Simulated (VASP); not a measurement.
# Re (Fd-3m) in VASP: further runs

The runs below take Re through single point, relaxation of cell and atoms, with r2SCAN.

Program: VASP 6.6.1. These are calculated values, not measurements. Logs are shortened: lines on timing, memory, paths and dates and some standing lists are left out, and cuts for length are marked.

### 1 The cell of the first run

It takes space group Fd-3m (No. 227, cubic). Conventional cell: a = 5.391 Å, b = 5.391 Å, c = 5.391 Å, α = 90.00°, β = 90.00°, γ = 90.00°. Re (site symmetry -43m) has 4 Re at 2.33 Å within 3.1 Å.

### 2 Single point, r2SCAN

POSCAR

```
Re
1.0
    0.0000000000      2.6952656467      2.6952656467
    2.6952656467      0.0000000000      2.6952656467
    2.6952656467      2.6952656467      0.0000000000
Re
2
Direct
    0.0000000000      0.0000000000      0.0000000000
    0.2500000000      0.2500000000      0.2500000000
```

INCAR.step1

```
SYSTEM = Re
  PREC = Accurate
  ENCUT = 520
  ISMEAR = -1
  SIGMA = 0.05
  LREAL = .False.
  LASPH = .True.
  NELM = 60
  NBANDS = 14
  GGA = PE
  ALGO = Normal
  EDIFF = 1E-4
  LWAVE = .True.
  LCHARG = .False.
```

INCAR.step2

```
SYSTEM = Re
  PREC = Accurate
  ENCUT = 520
  EDIFF = 1E-6
  ISMEAR = -1
  SIGMA = 0.05
  LREAL = .False.
  LASPH = .True.
  NELM = 60
  ALGO = Normal
  ISIF = 2
  LWAVE = .False.
  LCHARG = .False.
  METAGGA = R2SCAN
  LMIXTAU = .True.
  NBANDS = 14
  ISTART = 1
```

KPOINTS

```
regular mesh
0
Gamma
  6 6 6
  0 0 0
```

Potentials or basis: VASP PAW PBE potentials, release 64 (Re).

The run is started by

```
cat potpaw_PBE.64/Re/POTCAR > POTCAR
cp INCAR.step1 INCAR
mpirun -np 1 vasp_std > vasp.out
cp INCAR.step2 INCAR
mpirun -np 1 vasp_std > vasp.out
```

OUTCAR:

```text
SYSTEM = Re
   PREC = Accurate
   ENCUT = 520
   EDIFF = 1E-6
   ISMEAR = -1
   LREAL = .False.
   LASPH = .True.
   NELM = 60
   ISIF = 2
   METAGGA = R2SCAN
   ISTART = 1

 ion  position               nearest neighbor table
   1  0.000  0.000  0.000-   2 2.33   2 2.33   2 2.33   2 2.33
   2  0.250  0.250  0.250-   1 2.33   1 2.33   1 2.33   1 2.33

  LATTYP: Found a face centered cubic cell.
 ALAT       =     5.3905312934

  Lattice vectors:

 A1 = (   0.0000000000,   2.6952656467,   2.6952656467)
 A2 = (   2.6952656467,   0.0000000000,   2.6952656467)
 A3 = (   2.6952656467,   2.6952656467,   0.0000000000)

Analysis of symmetry for initial positions (statically):
=====================================================================
 Subroutine PRICEL returns:
 Original cell was already a primitive cell.

 Routine SETGRP: Setting up the symmetry group for a
 face centered cubic supercell.

 Subroutine GETGRP returns: Found 48 space group operations
 (whereof 24 operations were pure point group operations)
 out of a pool of 48 trial point group operations.

The static configuration has the point symmetry T_d .
 The point group associated with its full space group is O_h .

Analysis of symmetry for dynamics (positions and initial velocities):
=====================================================================
 Subroutine PRICEL returns:
 Original cell was already a primitive cell.

 Routine SETGRP: Setting up the symmetry group for a
 face centered cubic supercell.

 Subroutine GETGRP returns: Found 48 space group operations
 (whereof 24 operations were pure point group operations)
 out of a pool of 48 trial point group operations.

The dynamic configuration has the point symmetry T_d .
 The point group associated with its full space group is O_h .

 Subroutine INISYM returns: Found 48 space group operations
 (whereof 24 operations are pure point group operations),
 and found     1 'primitive' translations

----------------------------------------------------------------------------------------

                                     Primitive cell

  volume of cell :      39.1593

  direct lattice vectors                    reciprocal lattice vectors
     0.000000000  2.695265647  2.695265647    -0.185510471  0.185510471  0.185510471
     2.695265647  0.000000000  2.695265647     0.185510471 -0.185510471  0.185510471
     2.695265647  2.695265647  0.000000000     0.185510471  0.185510471 -0.185510471

  length of vectors
     3.811681232  3.811681232  3.811681232     0.321313561  0.321313561  0.321313561

  position of ions in fractional coordinates (direct lattice)
[... 82 lines left out ...]
   NUPDOWN=      -1.0000    fix difference up-down
   EMIN   =  10.00;   EMAX   =-10.00  energy-range for DOS
   EFERMI =   0.00;   METHOD = LEGACY
   ISMEAR =    -1;   SIGMA  =   0.05  broadening in eV -4-tet -1-fermi 0-gaus
   EFERMI_NEDOS =   21; number of points for ismear=-14 and -15
   IALGO  =     38    algorithm
   IMIX   =      4    mixing-type and parameters
     AMIX     =   0.40;   BMIX     =  1.00
     AMIX_MAG =   1.60;   BMIX_MAG =  1.00
  volume/ion in A,a.u.               =      19.58       132.13
  Fermi-wavevector in a.u.,A,eV,Ry     =   1.161910  2.195692 18.368349  1.350036
  Thomas-Fermi vector in A             =   2.298477
   LORBIT       =      0    0 simple, 1 ext, 2 COOP (PROOUT), +10 PAW based schemes
   METAGGA = R2SCAN    functional components
   LHFCALC =     F    Hartree Fock is set to
   AEXX    =    0.0000 exact exchange contribution
   IVDW    =     0    specifies the selected vdW correction
   LEPSILON=     F    determine dielectric tensor
   LRPA    =     F    only Hartree local field effects (RPA)
 non-spin polarized calculation
  energy-cutoff  :      520.00
  volume of cell :       39.16
 maximum number of plane-waves:      1067
   NGX = 15   NGY = 15   NGZ = 15

 number of electron      14.0000001 magnetization

 Free energy of the ion-electron system (eV)
  ---------------------------------------------------
  ext. energy  EPLUGINS =         0.00000000
  ---------------------------------------------------
  free energy    TOTEN  =      -101.39699824 eV

  energy without entropy =     -101.38228905  energy(sigma->0) =     -101.38964364

 E-fermi :   4.5670     XC(G=0): -12.5476

 val. band max:        4.5574824028   @ k =  -0.3333   0.3333   0.1667
 cond. band min:       4.7257752580   @ k =  -0.3333   0.3333   0.1667
 fundamental gap:      0.1682928553
 Fermi energy:         4.5670380573

 k-point     1 :       0.0000    0.0000    0.0000
  band No.  band energies     occupation
      1      -3.2090      2.00000
      2       0.7520      2.00000
      3       0.7520      2.00000
      4       1.8209      2.00000
      5       1.8209      2.00000
      6       1.8209      2.00000
      7       5.3733      0.00000
      8       5.3733      0.00000
      9       5.3733      0.00000
     10       9.7907      0.00000
     11       9.7907      0.00000
     12      17.1721      0.00000
     13      17.8291      0.00000
     14      18.4944      0.00000
[... 241 lines left out ...]
      1      -0.2915      2.00000
      2      -0.2915      2.00000
      3       1.6635      2.00000
      4       1.6635      2.00000
      5       3.0951      2.00000
      6       3.0951      2.00000
      7       4.0493      1.99994
      8       4.0493      1.99994
      9       9.2180      0.00000
     10       9.2180      0.00000
     11       9.6817      0.00000
     12       9.6817      0.00000
     13       9.9458      0.00000
     14       9.9458      0.00000

------------------------ aborting loop because EDIFF is reached ----------------------------------------

  FORCE on cell =-STRESS in cart. coord.  units (eV):
  Direction    XX          YY          ZZ          XY          YZ          ZX
  --------------------------------------------------------------------------------------
  -------------------------------------------------------------------------------------
  Total        6.3849514      6.3849514      6.3849514      0.0000000     -0.0000000      0.0000000
  in kB      261.2362593    261.2362593    261.2362593      0.0000000     -0.0000000      0.0000000
  external PRESSURE =     261.2362593 kB  Pullay stress =       0.0000000 kB

 VOLUME and BASIS-vectors are now :
 -----------------------------------------------------------------------------
  energy-cutoff  :      520.00
  volume of cell :       39.16
      direct lattice vectors                 reciprocal lattice vectors
     0.000000000  2.695265647  2.695265647    -0.185510471  0.185510471  0.185510471
     2.695265647  0.000000000  2.695265647     0.185510471 -0.185510471  0.185510471
     2.695265647  2.695265647  0.000000000     0.185510471  0.185510471 -0.185510471

 POSITION                                       TOTAL-FORCE (eV/Angst)
 -----------------------------------------------------------------------------------
      0.00000      0.00000      0.00000         0.000000      0.000000      0.000000
      1.34763      1.34763      1.34763        -0.000000     -0.000000     -0.000000
 -----------------------------------------------------------------------------------
    total drift:                                0.000000      0.000000     -0.000000

  FREE ENERGIE OF THE ION-ELECTRON SYSTEM (eV)
  ---------------------------------------------------
  free  energy   TOTEN  =      -101.3969982354 eV

  energy  without entropy=     -101.3822890536  energy(sigma->0) =     -101.38964364
```

Run time: 22 s. Hardware: 1 thread of AMD EPYC 9R45 (Zen 5), shared host; peak memory 0.13 GiB.

Results:

```
Free energy            : -101.3970 eV
Pressure               : 26.1 GPa
Band gap on the k mesh : zero (band 7 reaches 5.37 eV, above the bottom of band 8 at 4.05 eV)
```

Caveat: the PAW data sets were made with another functional, which shifts forces and pressure a little; spin-orbit coupling is left out, which moves the levels of the heavy elements.

### 3 Single point, r2SCAN

This run uses another cell than the first one, of 20.28 Å³/atom, 1.036 times its volume.

POSCAR

```
Re
1.0
    0.0000000000      2.7270741035      2.7270741035
    2.7270741035      0.0000000000      2.7270741035
    2.7270741035      2.7270741035      0.0000000000
Re
2
Direct
    0.0000000000      0.0000000000      0.0000000000
    0.2500000000      0.2500000000      0.2500000000
```

INCAR.step1

```
SYSTEM = Re
PREC     = Accurate       ! precision mode
ENCUT    = 520            ! plane-wave cutoff, eV
ISMEAR   = -1             ! smearing method
SIGMA    = 0.05           ! smearing width, eV
LREAL    = .False.        ! projectors in reciprocal space
LASPH    = .True.         ! aspherical terms in the spheres
NELM     = 100            ! most SCF steps
NBANDS   = 14             ! bands
GGA      = PE             ! functional
ALGO     = Normal         ! electronic algorithm
EDIFF    = 1E-4           ! SCF threshold, eV
LWAVE    = .True.         ! write WAVECAR
LCHARG   = .False.        ! write CHGCAR
```

INCAR.step2

```
SYSTEM = Re
PREC     = Accurate       ! precision mode
ENCUT    = 520            ! plane-wave cutoff, eV
EDIFF    = 1E-6           ! SCF threshold, eV
ISMEAR   = -1             ! smearing method
SIGMA    = 0.05           ! smearing width, eV
LREAL    = .False.        ! projectors in reciprocal space
LASPH    = .True.         ! aspherical terms in the spheres
NELM     = 100            ! most SCF steps
ALGO     = Normal         ! electronic algorithm
ISIF     = 2              ! what is computed and relaxed
LWAVE    = .False.        ! write WAVECAR
LCHARG   = .False.        ! write CHGCAR
METAGGA  = R2SCAN         ! meta-GGA
LMIXTAU  = .True.       
NBANDS   = 14             ! bands
ISTART   = 1
```

KPOINTS

```
Automatic mesh
0
Gamma
  6 6 6
  0 0 0
```

Potentials or basis: VASP PAW PBE potentials, release 64 (Re).

The run is started by

```
cat potpaw_PBE.64/Re/POTCAR > POTCAR
cp INCAR.step1 INCAR
mpirun -np 1 vasp_std > vasp.out
cp INCAR.step2 INCAR
mpirun -np 1 vasp_std > vasp.out
```

Wall time 24 s (1 thread of AMD EPYC 9R45 (Zen 5), shared host); peak memory 0.14 GiB.

It converged, with:

```yaml
Free_energy: -101.5845 eV
Pressure: 16.8 GPa
Band_gap_on_the_k_mesh: zero (band 7 reaches 5.01 eV, above the bottom of band 8 at 3.75 eV)
```

Levels at points of the mesh, in eV from the Fermi level:
| k point | band 3 | band 4 | band 5 | band 6 | band 7 | band 8 | band 9 | band 10 | band 11 | band 12 |
| --- | --- | --- | --- | --- | --- | --- | --- | --- | --- | --- |
| (0.00, 0.00, 0.00) | -3.61 | -2.66 | -2.66 | -2.66 | 0.79 | 0.79 | 0.79 | 4.99 | 4.99 | 12.49 |
| (0.50, 0.00, 0.00) | -3.25 | -3.25 | -2.95 | -2.95 | -0.89 | 2.07 | 2.07 | 3.91 | 3.91 | 4.77 |
| (0.50, 0.50, 0.00) | -2.88 | -2.88 | -1.95 | -1.95 | -0.04 | -0.04 | 4.33 | 4.33 | 5.21 | 5.21 |

Caveat: the PAW data sets were made with another functional, which shifts forces and pressure a little; spin-orbit coupling is left out, which moves the levels of the heavy elements.

### 4 Single point, r2SCAN

This run uses another cell than the first one, of 21.12 Å³/atom, 1.079 times its volume.

POSCAR

```
Re
1.0
    0.0000000000      2.7642802583      2.7642802583
    2.7642802583      0.0000000000      2.7642802583
    2.7642802583      2.7642802583      0.0000000000
Re
2
Direct
    0.0000000000      0.0000000000      0.0000000000
    0.2500000000      0.2500000000      0.2500000000
```

INCAR.step1

```
SYSTEM = Re
  PREC = Accurate
  ENCUT = 520
  ISMEAR = -1
  SIGMA = 0.05
  LREAL = .False.
  LASPH = .True.
  NELM = 60
  NBANDS = 14
  GGA = PE
  ALGO = Normal
  EDIFF = 1E-4
  LWAVE = .True.
  LCHARG = .False.
```

INCAR.step2

```
SYSTEM = Re
  PREC = Accurate
  ENCUT = 520
  EDIFF = 1E-7
  ISMEAR = -1
  SIGMA = 0.05
  LREAL = .False.
  LASPH = .True.
  NELM = 60
  ALGO = Normal
  ISIF = 2
  LWAVE = .False.
  LCHARG = .False.
  METAGGA = R2SCAN
  LMIXTAU = .True.
  NBANDS = 14
  ISTART = 1
```

KPOINTS

```
regular mesh
0
Gamma
  6 6 6
  0 0 0
```

The run is started by

```
cat potpaw_PBE.64/Re/POTCAR > POTCAR
cp INCAR.step1 INCAR
mpirun -np 1 vasp_std > vasp.out
cp INCAR.step2 INCAR
mpirun -np 1 vasp_std > vasp.out
```

It took 26 s on 1 thread of AMD EPYC 9R45 (Zen 5), shared host; peak memory 0.14 GiB.

The run converged. Its results:

```
Free energy            : -101.7112 eV
Pressure               : 7.5 GPa
Band gap on the k mesh : zero (band 7 reaches 4.59 eV, above the bottom of band 8 at 3.41 eV)
```

Levels at points of the mesh, in eV from the Fermi level:
```
           k point  band 5  band 6  band 7  band 8  band 9  band 10
(0.00, 0.00, 0.00)   -2.56   -2.56    0.76    0.76    0.76     4.73
(0.50, 0.00, 0.00)   -2.81   -2.81   -0.90    1.96    1.96     3.72
(0.50, 0.50, 0.00)   -1.98   -1.98    0.01    0.01    4.13     4.13
```

Caveat: the PAW data sets were made with another functional, which shifts forces and pressure a little; spin-orbit coupling is left out, which moves the levels of the heavy elements.

### 5 Single point, r2SCAN

This run uses another cell than the first one, of 22.16 Å³/atom, 1.132 times its volume.

POSCAR

```
Re
1.0
    0.0000000000      2.8088534894      2.8088534894
    2.8088534894      0.0000000000      2.8088534894
    2.8088534894      2.8088534894      0.0000000000
Re
2
Direct
    0.0000000000      0.0000000000      0.0000000000
    0.2500000000      0.2500000000      0.2500000000
```

INCAR.step1

```
PREC = Accurate ; ENCUT = 520
ISMEAR = -1 ; SIGMA = 0.05
LREAL = False ; LASPH = True
NELM = 60 ; NBANDS = 14
GGA = PE ; ALGO = Normal
EDIFF = 1E-4 ; LWAVE = True
LCHARG = False
```

INCAR.step2

```
PREC = Accurate ; ENCUT = 520
EDIFF = 1E-6 ; ISMEAR = -1
SIGMA = 0.05 ; LREAL = False
LASPH = True ; NELM = 60
ALGO = Normal ; ISIF = 2
LWAVE = False ; LCHARG = True
METAGGA = R2SCAN ; LMIXTAU = True
LELF = True ; LVHAR = True
NBANDS = 14 ; ISTART = 1
```

KPOINTS

```
regular mesh
0
Gamma
  6 6 6
```

The run is started by

```
cat potpaw_PBE.64/Re/POTCAR > POTCAR
cp INCAR.step1 INCAR
mpirun -np 1 vasp_std > vasp.out
cp INCAR.step2 INCAR
mpirun -np 1 vasp_std > vasp.out
```

Run time: 25 s. Hardware: 1 thread of AMD EPYC 9R45 (Zen 5), shared host; peak memory 0.14 GiB.

It converged, with:

```yaml
Free_energy: -101.7452 eV
Pressure: -2.0 GPa
Band_gap_on_the_k_mesh: zero (band 7 reaches 4.13 eV, above the bottom of band 8 at 3.02 eV)
```

Levels at points of the mesh, in eV from the Fermi level:
| k point | band 4 | band 5 | band 6 | band 7 | band 8 | band 9 | band 10 | band 11 |
| --- | --- | --- | --- | --- | --- | --- | --- | --- |
| (0.00, 0.00, 0.00) | -2.46 | -2.46 | -2.46 | 0.73 | 0.73 | 0.73 | 4.43 | 4.43 |
| (0.50, 0.00, 0.00) | -2.83 | -2.67 | -2.67 | -0.90 | 1.83 | 1.83 | 3.50 | 3.50 |
| (0.50, 0.50, 0.00) | -2.60 | -2.02 | -2.02 | 0.05 | 0.05 | 3.90 | 3.90 | 4.88 |

Caveat: the PAW data sets were made with another functional, which shifts forces and pressure a little; spin-orbit coupling is left out, which moves the levels of the heavy elements.

### 6 Relaxation of cell and atoms, r2SCAN

This run uses another cell than the first one, of 19.14 Å³/atom, 0.978 times its volume.

POSCAR

```
Re
1.0
    0.0000000000      2.6750000000      2.6750000000
    2.6750000000      0.0000000000      2.6750000000
    2.6750000000      2.6750000000      0.0000000000
Re
2
Direct
    0.0000000000      0.0000000000      0.0000000000
    0.2500000000      0.2500000000      0.2500000000
```

INCAR.step1

```
SYSTEM = Re
PREC     = Accurate       ! precision mode
ENCUT    = 600            ! plane-wave cutoff, eV
ISMEAR   = -1             ! smearing method
SIGMA    = 0.05           ! smearing width, eV
LREAL    = .False.        ! projectors in reciprocal space
LASPH    = .True.         ! aspherical terms in the spheres
NELM     = 100            ! most SCF steps
GGA      = PE             ! functional
ALGO     = Normal         ! electronic algorithm
EDIFF    = 1E-4           ! SCF threshold, eV
LWAVE    = .True.         ! write WAVECAR
LCHARG   = .False.        ! write CHGCAR
```

INCAR.step2

```
SYSTEM = Re
PREC     = Accurate       ! precision mode
ENCUT    = 600            ! plane-wave cutoff, eV
EDIFF    = 1E-6           ! SCF threshold, eV
ISMEAR   = -1             ! smearing method
SIGMA    = 0.05           ! smearing width, eV
LREAL    = .False.        ! projectors in reciprocal space
LASPH    = .True.         ! aspherical terms in the spheres
NELM     = 100            ! most SCF steps
ALGO     = Normal         ! electronic algorithm
ISIF     = 3              ! what is computed and relaxed
LWAVE    = .False.        ! write WAVECAR
LCHARG   = .False.        ! write CHGCAR
METAGGA  = R2SCAN         ! meta-GGA
LMIXTAU  = .True.       
IBRION   = 2              ! ionic algorithm
NSW      = 60             ! ionic steps
EDIFFG   = -0.02          ! ionic threshold
ISTART   = 1
```

KPOINTS

```
Automatic mesh
0
Gamma
  6 6 6
  0 0 0
```

Potentials or basis: VASP PAW PBE potentials, release 64 (Re).

The run is started by

```
cat potpaw_PBE.64/Re/POTCAR > POTCAR
cp INCAR.step1 INCAR
mpirun -np 1 vasp_std > vasp.out
cp INCAR.step2 INCAR
mpirun -np 1 vasp_std > vasp.out
```

Wall time 3.2 min (1 thread of Intel Xeon Platinum 8488C (Sapphire Rapids), shared host); peak memory 0.18 GiB.

It converged, with:

```
Free energy                            : -101.7468 eV
Relaxed volume                         : 21.92 Å³/atom
Relaxed cell                           : a = 3.958 Å, b = 3.958 Å, c = 3.958 Å, α = 60.00°, β = 60.00°, γ = 60.00°
Space group after relaxing (to 0.05 Å) : Fd-3m (No. 227)
Energy gained by relaxing              : 255.6 meV/atom
Ionic steps                            : 5
Pressure after relaxing                : 0.0 GPa
Band gap on the k mesh                 : zero (band 7 reaches 4.23 eV, above the bottom of band 8 at 3.11 eV)
```

Step by step:
| step | energy change (eV) | largest force (eV/Å) | pressure (GPa) | volume (Å³) |
| --- | --- | --- | --- | --- |
| 1 | 0.0000 | 0.0000 | 32.79 | 38.28 |
| 2 | 2.3651 | 0.0000 | -31.86 | 64.35 |
| 3 | -0.5019 | 0.0000 | -3.45 | 44.70 |
| 4 | -0.5110 | 0.0000 | -0.48 | 43.97 |
| 5 | -0.5112 | 0.0000 | 0.04 | 43.85 |

Final structure:
```cif
data_structure
_symmetry_space_group_name_H-M 'P 1'
_symmetry_Int_Tables_number 1
_cell_length_a 3.9581
_cell_length_b 3.9581
_cell_length_c 3.9581
_cell_angle_alpha 60.000
_cell_angle_beta 60.000
_cell_angle_gamma 60.000
_cell_volume 43.85
loop_
_atom_site_label
_atom_site_type_symbol
_atom_site_fract_x
_atom_site_fract_y
_atom_site_fract_z
_atom_site_occupancy
Re1 Re 0.00000 0.00000 0.00000 1
Re2 Re 0.25000 0.25000 0.25000 1
```

Levels at points of the mesh, in eV from the Fermi level:
```csv
k point,band 4,band 5,band 6,band 7,band 8,band 9,band 10,band 11
"(0.00, 0.00, 0.00)",-2.48,-2.48,-2.48,0.73,0.73,0.73,4.49,4.49
"(0.50, 0.00, 0.00)",-2.88,-2.70,-2.70,-0.91,1.86,1.86,3.55,3.55
"(0.50, 0.50, 0.00)",-2.63,-2.01,-2.01,0.04,0.04,3.95,3.95,5.05
```

Caveat: the PAW data sets were made with another functional, which shifts forces and pressure a little; spin-orbit coupling is left out, which moves the levels of the heavy elements.

### 7 Summary

| task | cell | cutoff (eV) | gap on the mesh (eV) | pressure (GPa) |
| --- | --- | --- | --- | --- |
| single point | a = 3.812 Å, angles 60.0°, 2 atoms | 520 | none | 26.1 |
| single point | a = 3.857 Å, angles 60.0°, 2 atoms | 520 | none | 16.8 |
| single point | a = 3.909 Å, angles 60.0°, 2 atoms | 520 | none | 7.5 |
| single point | a = 3.972 Å, angles 60.0°, 2 atoms | 520 | none | -2.0 |
| relaxation of cell and atoms | relaxed from a = 3.783 Å, angles 60.0°, 2 atoms | 600 | none | 0.0 |

Alike in all rows: level r2SCAN; potentials or basis VASP PAW PBE potentials, release 64 (Re); no spin polarisation; k mesh 6 × 6 × 6; smearing fermi-dirac 0.05 eV.

Caveats: the PAW data sets were made with another functional, which shifts forces and pressure a little; spin-orbit coupling is left out, which moves the levels of the heavy elements.

Total energies depend on the potentials used, so only differences within one code and one set of settings carry meaning.
